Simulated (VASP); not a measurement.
# PbS (C2/m) in VASP: a series of runs

Aim: see how the results for PbS move with the level of theory and the settings. Levels: r2SCAN, PBEsol. Tasks: single point.

All numbers are computed with VASP 6.6.1; they aren't measurements. Logs are shortened: lines on timing, memory, paths and dates and some standing lists are left out, and cuts for length are marked.

## Step 1: The cell of the first run

The typed cell holds 4 atoms: a = 4.199 Å, b = 4.199 Å, c = 5.955 Å, α = 90.03°, β = 90.03°, γ = 90.00°.

## Step 2: Single point, r2SCAN

Input file POSCAR:

```
PbS
1.0
    2.9546766125     -2.9689065328      0.2885572983
    2.9546766125      2.9689065328      0.2885572983
   -0.5836033582      0.0000000000      5.9261748063
Pb S
2 2
Direct
    0.7499848290      0.7499848290      0.7500022824
    0.2500151710      0.2500151710      0.2499977176
    0.2500755424      0.2500755424      0.7500279570
    0.7499244576      0.7499244576      0.2499720430
```

Input file INCAR.step1:

```
PREC = Accurate
ENCUT = 520
ISMEAR = 0
SIGMA = 0.01
LREAL = False
LASPH = True
NELM = 80
NBANDS = 28
GGA = PE
ALGO = Normal
EDIFF = 1E-4
LWAVE = True
LCHARG = False
```

Input file INCAR.step2:

```
PREC = Accurate
ENCUT = 520
EDIFF = 1E-6
ISMEAR = 0
SIGMA = 0.01
LREAL = False
LASPH = True
NELM = 80
ALGO = Normal
ISIF = 2
LWAVE = False
LCHARG = False
METAGGA = R2SCAN
LMIXTAU = True
NBANDS = 28
ISTART = 1
```

Input file KPOINTS:

```
regular mesh
0
Gamma
  2 2 2
```

Potentials or basis: VASP PAW PBE potentials, release 64 (Pb_d, S).

Started as:

```bash
$ cat potpaw_PBE.64/Pb_d/POTCAR potpaw_PBE.64/S/POTCAR > POTCAR
$ cp INCAR.step1 INCAR
$ mpirun -np 1 vasp_std > vasp.out
$ cp INCAR.step2 INCAR
$ mpirun -np 1 vasp_std > vasp.out
```

OUTCAR:

```text
PREC = Accurate
   ENCUT = 520
   EDIFF = 1E-6
   ISMEAR = 0
   LREAL = False
   LASPH = True
   NELM = 80
   ISIF = 2
   METAGGA = R2SCAN
   ISTART = 1

 ion  position               nearest neighbor table
   1  0.750  0.750  0.750-   3 2.97   3 2.97   3 2.97   3 2.97   4 2.98   4 2.98
   2  0.250  0.250  0.250-   4 2.97   4 2.97   4 2.97   4 2.97   3 2.98   3 2.98
   3  0.250  0.250  0.750-   1 2.97   1 2.97   1 2.97   1 2.97   2 2.98   2 2.98
   4  0.750  0.750  0.250-   2 2.97   2 2.97   2 2.97   2 2.97   1 2.98   1 2.98

  LATTYP: Found a base centered monoclinic cell.
 ALAT       =     5.9374672037
 B/A-ratio  =     1.0000582507
 C/A-ratio  =     1.0029262619
 COS(beta)  =    -0.0008099292

  Lattice vectors:

 A1 = (   2.9546766125,  -2.9689065328,   0.2885572983)
 A2 = (   2.9546766125,   2.9689065328,   0.2885572983)
 A3 = (  -0.5836033582,   0.0000000000,   5.9261748063)

Analysis of symmetry for initial positions (statically):
=====================================================================
 Subroutine PRICEL returns:
 Original cell was already a primitive cell.

 Routine SETGRP: Setting up the symmetry group for a
 base centered monoclinic supercell.

 Subroutine GETGRP returns: Found  4 space group operations
 (whereof  4 operations were pure point group operations)
 out of a pool of  4 trial point group operations.

The static configuration has the point symmetry C_2h.

Analysis of symmetry for dynamics (positions and initial velocities):
=====================================================================
 Subroutine PRICEL returns:
 Original cell was already a primitive cell.

 Routine SETGRP: Setting up the symmetry group for a
 base centered monoclinic supercell.

 Subroutine GETGRP returns: Found  4 space group operations
 (whereof  4 operations were pure point group operations)
 out of a pool of  4 trial point group operations.

The dynamic configuration has the point symmetry C_2h.

 Subroutine INISYM returns: Found  4 space group operations
 (whereof  4 operations are pure point group operations),
 and found     1 'primitive' translations

----------------------------------------------------------------------------------------

                                     Primitive cell

  volume of cell :     104.9706

[... 69 lines left out ...]
   LSORBIT =      F    spin-orbit coupling
   LASPH  =      T    aspherical Exc in radial PAW
   ENCUT  =  520.0 eV  38.22 Ry    6.18 a.u.   7.81  7.81 11.07*2*pi/ulx,y,z
   NELM   =     80;   NELMIN=  2; NELMDL=  0     # of ELM steps
   EDIFF  = 0.1E-05   stopping-criterion for ELM
   LREAL  =      F    real-space projection
   EDIFFG = 0.1E-04   stopping-criterion for IOM
   NSW    =      0    number of steps for IOM
   IBRION =     -1    ionic relax: 0-MD 1-quasi-New 2-CG
   NFREE  =      0    steps in history (QN), initial steepest desc. (CG)
   ISIF   =      2    stress and relaxation
   ISYM   =      2    0-nonsym 1-usesym 2-fastsym
   POTIM  = 0.5000    time-step for ionic-motion
   TEBEG  =    0.0;   TEEND  =   0.0 temperature during run
   PSTRESS=    0.0 pullay stress
   NELECT =      40.0000    total number of electrons
   NUPDOWN=      -1.0000    fix difference up-down
   EMIN   =  10.00;   EMAX   =-10.00  energy-range for DOS
   EFERMI =   0.00;   METHOD = LEGACY
   ISMEAR =     0;   SIGMA  =   0.01  broadening in eV -4-tet -1-fermi 0-gaus
   EFERMI_NEDOS =   21; number of points for ismear=-14 and -15
   IALGO  =     38    algorithm
   IMIX   =      4    mixing-type and parameters
     AMIX     =   0.40;   BMIX     =  1.00
     AMIX_MAG =   1.60;   BMIX_MAG =  1.00
  volume/ion in A,a.u.               =      26.24       177.09
  Fermi-wavevector in a.u.,A,eV,Ry     =   1.186877  2.242871 19.166200  1.408676
  Thomas-Fermi vector in A             =   2.323040
   LORBIT       =      0    0 simple, 1 ext, 2 COOP (PROOUT), +10 PAW based schemes
   METAGGA = R2SCAN    functional components
   LHFCALC =     F    Hartree Fock is set to
   AEXX    =    0.0000 exact exchange contribution
   IVDW    =     0    specifies the selected vdW correction
   LEPSILON=     F    determine dielectric tensor
   LRPA    =     F    only Hartree local field effects (RPA)
 non-spin polarized calculation
 Gauss-broadening in eV      SIGMA  =   0.01
  energy-cutoff  :      520.00
  volume of cell :      104.97
 maximum number of plane-waves:      2848
 NGX is ok and might be reduce to    32
   NGX = 15   NGY = 15   NGZ = 23

 number of electron      39.9999995 magnetization

 Free energy of the ion-electron system (eV)
  ---------------------------------------------------
  ext. energy  EPLUGINS =         0.00000000
  ---------------------------------------------------
  free energy    TOTEN  =      -129.62314735 eV

  energy without entropy =     -129.62314735  energy(sigma->0) =     -129.62314735

 E-fermi :   5.8541     XC(G=0): -10.1688

 val. band max:        5.7543626809   @ k =   0.5000   0.0000   0.5000
 cond. band min:       6.3114827309   @ k =   0.5000   0.0000   0.5000
 fundamental gap:      0.5571200500
 Fermi energy:         5.8540592885

 k-point     1 :       0.0000    0.0000    0.0000
  band No.  band energies     occupation
      1     -12.0364      2.00000
      2     -11.9416      2.00000
      3     -11.9178      2.00000
      4     -11.9088      2.00000
      5     -11.9088      2.00000
      6     -11.8935      2.00000
[... 175 lines left out ...]
     27      14.2537      0.00000
     28      14.2540      0.00000

------------------------ aborting loop because EDIFF is reached ----------------------------------------

  FORCE on cell =-STRESS in cart. coord.  units (eV):
  Direction    XX          YY          ZZ          XY          YZ          ZX
  --------------------------------------------------------------------------------------
  -------------------------------------------------------------------------------------
  Total        4.6327284      4.6570755      1.7197834      0.0000000      0.0000000      0.3018244
  in kB       70.7097968     71.0814090     26.2492253      0.0000000      0.0000000      4.6067754
  external PRESSURE =      56.0134770 kB  Pullay stress =       0.0000000 kB

 VOLUME and BASIS-vectors are now :
 -----------------------------------------------------------------------------
  energy-cutoff  :      520.00
  volume of cell :      104.97
      direct lattice vectors                 reciprocal lattice vectors
     2.954676613 -2.968906533  0.288557298     0.167611244 -0.168412173  0.016506176
     2.954676613  2.968906533  0.288557298     0.167611244  0.168412173  0.016506176
    -0.583603358  0.000000000  5.926174806    -0.016322653  0.000000000  0.167135476

 POSITION                                       TOTAL-FORCE (eV/Angst)
 -----------------------------------------------------------------------------------
      3.99422      0.00000      4.87747        -0.001154      0.000000      0.000579
      1.33153      0.00000      1.62582         0.001154      0.000000     -0.000579
      1.04007      0.00000      4.58912         0.001458      0.000000      0.002676
      4.28568      0.00000      1.91417        -0.001458      0.000000     -0.002676
 -----------------------------------------------------------------------------------
    total drift:                                0.000000      0.000000     -0.000000

  FREE ENERGIE OF THE ION-ELECTRON SYSTEM (eV)
  ---------------------------------------------------
  free  energy   TOTEN  =      -129.6231473466 eV

  energy  without entropy=     -129.6231473466  energy(sigma->0) =     -129.62314735
```

OUTCAR.step1:

```text
PREC = Accurate
   ENCUT = 520
   ISMEAR = 0
   LREAL = False
   LASPH = True
[... 396 lines left out ...]
      3.99422      0.00000      4.87747        -0.001660      0.000000      0.002821
      1.33153      0.00000      1.62582         0.001660      0.000000     -0.002821
      1.04007      0.00000      4.58912         0.001332      0.000000      0.004765
      4.28568      0.00000      1.91417        -0.001332      0.000000     -0.004765
 -----------------------------------------------------------------------------------
    total drift:                                0.000000      0.000000     -0.000000

  FREE ENERGIE OF THE ION-ELECTRON SYSTEM (eV)
  ---------------------------------------------------
  free  energy   TOTEN  =       -15.8690783810 eV

  energy  without entropy=      -15.8690783810  energy(sigma->0) =      -15.86907838
```

OSZICAR.step1:

```text
N       E                     dE             d eps       ncg     rms          rms(c)
DAV:   1     0.413202616472E+03    0.41320E+03   -0.19206E+04   336   0.155E+03
DAV:   2     0.288112122955E+02   -0.38439E+03   -0.37392E+03   340   0.399E+02
DAV:   3    -0.150330381127E+02   -0.43844E+02   -0.42736E+02   440   0.151E+02
DAV:   4    -0.171856174514E+02   -0.21526E+01   -0.21438E+01   388   0.338E+01
DAV:   5    -0.172876648453E+02   -0.10205E+00   -0.10199E+00   464   0.744E+00    0.613E+00
DAV:   6    -0.158642280805E+02    0.14234E+01   -0.30545E+00   468   0.106E+01    0.430E+00
DAV:   7    -0.158592324674E+02    0.49956E-02   -0.61772E-01   376   0.320E+00    0.297E+00
DAV:   8    -0.158778500226E+02   -0.18618E-01   -0.10282E-01   396   0.282E+00    0.128E+00
DAV:   9    -0.158683096176E+02    0.95404E-02   -0.25426E-02   456   0.136E+00    0.255E-01
DAV:  10    -0.158690132479E+02   -0.70363E-03   -0.33649E-03   380   0.277E-01    0.151E-01
DAV:  11    -0.158690783810E+02   -0.65133E-04   -0.18216E-04   288   0.127E-01
   1 F= -.15869078E+02 E0= -.15869078E+02  d E =-.623812E-23
```

Run time: 71 s. Hardware: 1 thread of AMD EPYC 7R43 (Zen 3), shared host; peak memory 0.19 GiB.

What came out:

```yaml
Free_energy: -129.6231 eV
Pressure: 5.6 GPa
Largest_force: 0.003 eV/Å
Band_gap_on_the_k_mesh: 0.56 eV
```

Forces in eV/Å, atoms in the order of the input:
```
Pb  -0.001  0.000  0.001
Pb   0.001  0.000 -0.001
S    0.001  0.000  0.003
S   -0.001  0.000 -0.003
```

Stress tensor (GPa, compression positive):
```
7.07 0.00 0.46
0.00 7.11 0.00
0.46 0.00 2.62
```

Levels at points of the mesh, in eV from the valence-band top:
```tsv
k point	band 16	band 17	band 18	band 19	band 20	band 21	band 22	band 23	band 24	band 25
(0.00, 0.00, 0.00)	-3.54	-3.53	-2.23	-2.23	-2.19	4.07	5.38	5.44	5.44	5.99
(0.50, 0.00, 0.00)	-3.79	-1.94	-1.94	-0.81	-0.81	1.65	1.65	2.58	2.59	4.51
(0.50, 0.50, 0.00)	-5.34	-3.55	-3.55	-3.52	-3.51	4.05	4.05	5.98	5.98	6.02
(0.00, 0.00, 0.50)	-2.91	-2.91	-2.91	-1.79	-1.79	2.67	2.67	4.97	4.97	5.20
(0.50, 0.00, 0.50)	-1.81	-1.81	-1.81	0.00	0.00	0.56	0.56	2.09	2.10	2.10
(0.50, 0.50, 0.50)	-4.56	-4.56	-4.56	-1.05	-1.05	2.37	2.37	5.00	5.00	5.01
```

Caveat: the k points lie up to 0.75 Å⁻¹ apart; the PAW data sets were made with another functional, which shifts forces and pressure a little; spin-orbit coupling is left out, which moves the levels of the heavy elements.

## Step 3: Single point, PBEsol

Input file INCAR:

```
ALGO = Normal
EDIFF = 1E-7
ENCUT = 520
GGA = PS
ISIF = 2
ISMEAR = 0
LASPH = T
LCHARG = F
LREAL = F
LWAVE = F
NBANDS = 28
NELM = 100
PREC = Accurate
SIGMA = 0.01
```

Input file KPOINTS:

```
k-points
0
Gamma
  4 4 4
```

POSCAR is that of step 2.

Potentials or basis: VASP PAW PBE potentials, release 64 (Pb_d, S).

Started as:

```bash
$ cat potpaw_PBE.64/Pb_d/POTCAR potpaw_PBE.64/S/POTCAR > POTCAR
$ mpirun -np 1 vasp_std > vasp.out
```

OUTCAR:

```text
EDIFF = 1E-7
   ENCUT = 520
   GGA = PS
   ISIF = 2
   ISMEAR = 0
   LASPH = T
   LREAL = F
   NELM = 100
   PREC = Accurate

 ion  position               nearest neighbor table
   1  0.750  0.750  0.750-   3 2.97   3 2.97   3 2.97   3 2.97   4 2.98   4 2.98
   2  0.250  0.250  0.250-   4 2.97   4 2.97   4 2.97   4 2.97   3 2.98   3 2.98
   3  0.250  0.250  0.750-   1 2.97   1 2.97   1 2.97   1 2.97   2 2.98   2 2.98
[... 945 lines left out ...]
  Direction    XX          YY          ZZ          XY          YZ          ZX
  --------------------------------------------------------------------------------------
  -------------------------------------------------------------------------------------
  Total       -0.6220202     -0.6219757     -0.9014038      0.0000000      0.0000000      0.0393389
  in kB       -9.4939567     -9.4932770    -13.7582169      0.0000000      0.0000000      0.6004335
  external PRESSURE =     -10.9151502 kB  Pullay stress =       0.0000000 kB

 VOLUME and BASIS-vectors are now :
 -----------------------------------------------------------------------------
  energy-cutoff  :      520.00
  volume of cell :      104.97
      direct lattice vectors                 reciprocal lattice vectors
     2.954676613 -2.968906533  0.288557298     0.167611244 -0.168412173  0.016506176
     2.954676613  2.968906533  0.288557298     0.167611244  0.168412173  0.016506176
    -0.583603358  0.000000000  5.926174806    -0.016322653  0.000000000  0.167135476

 POSITION                                       TOTAL-FORCE (eV/Angst)
 -----------------------------------------------------------------------------------
      3.99422      0.00000      4.87747         0.000078      0.000000      0.000155
      1.33153      0.00000      1.62582        -0.000078      0.000000     -0.000155
      1.04007      0.00000      4.58912        -0.000330      0.000000      0.000168
      4.28568      0.00000      1.91417         0.000330      0.000000     -0.000168
 -----------------------------------------------------------------------------------
    total drift:                                0.000000      0.000000     -0.000000

  FREE ENERGIE OF THE ION-ELECTRON SYSTEM (eV)
  ---------------------------------------------------
  free  energy   TOTEN  =       -18.8725238681 eV

  energy  without entropy=      -18.8725238681  energy(sigma->0) =      -18.87252387
```

OSZICAR:

```text
N       E                     dE             d eps       ncg     rms          rms(c)
DAV:   1     0.416140464045E+03    0.41614E+03   -0.19041E+04  1344   0.155E+03
DAV:   2     0.275297103955E+02   -0.38861E+03   -0.37756E+03  1352   0.401E+02
DAV:   3    -0.174676588419E+02   -0.44997E+02   -0.44002E+02  1716   0.153E+02
DAV:   4    -0.196026198138E+02   -0.21350E+01   -0.21260E+01  1564   0.342E+01
DAV:   5    -0.196940994907E+02   -0.91480E-01   -0.91467E-01  1820   0.737E+00    0.601E+00
DAV:   6    -0.188710425492E+02    0.82306E+00   -0.20017E+00  1872   0.912E+00    0.378E+00
DAV:   7    -0.188737569568E+02   -0.27144E-02   -0.32854E-01  1492   0.239E+00    0.228E+00
DAV:   8    -0.188758314597E+02   -0.20745E-02   -0.49570E-02  1676   0.180E+00    0.751E-01
DAV:   9    -0.188722576768E+02    0.35738E-02   -0.12652E-02  1848   0.871E-01    0.114E-01
DAV:  10    -0.188725208202E+02   -0.26314E-03   -0.10882E-03  1468   0.150E-01    0.663E-02
DAV:  11    -0.188725265512E+02   -0.57310E-05   -0.36256E-05  1936   0.494E-02    0.220E-02
DAV:  12    -0.188725242966E+02    0.22546E-05   -0.41705E-06  1824   0.180E-02    0.661E-03
DAV:  13    -0.188725237853E+02    0.51132E-06   -0.14111E-06  1568   0.746E-03    0.133E-03
DAV:  14    -0.188725238681E+02   -0.82857E-07   -0.84537E-08   820   0.335E-03
   1 F= -.18872524E+02 E0= -.18872524E+02  d E =-.137452E-55
```

stdout:

```text
POSCAR found type information on POSCAR PbS
 POSCAR found :  2 types and       4 ions
 scaLAPACK will be used
 -----------------------------------------------------------------------------
|                                                                             |
|                                                                             |
|     You enforced a specific xc type in the INCAR file but a different       |
|     I HOPE YOU KNOW WHAT YOU ARE DOING!                                     |
|                                                                             |
 -----------------------------------------------------------------------------

 LDA part: xc-table for (Slater+PW92), standard interpolation
 POSCAR, INCAR and KPOINTS ok, starting setup
 FFT: planning ... GRIDC
 FFT: planning ... GRID_SOFT
 FFT: planning ... GRID
 WAVECAR not read
 entering main loop
```

Run time: 58 s. Hardware: 1 thread of AMD EPYC 7R43 (Zen 3), shared host; peak memory 0.2 GiB.

What came out:

| Property | Result |
| --- | --- |
| Free energy | -18.8725 eV |
| Pressure | -1.1 GPa |
| Band gap on the k mesh | 0.27 eV |

Caveat: the PAW data sets were made with another functional, which shifts forces and pressure a little; spin-orbit coupling is left out, which moves the levels of the heavy elements. A k mesh can miss the band edges.

(Part 1 of 2 ends here.)
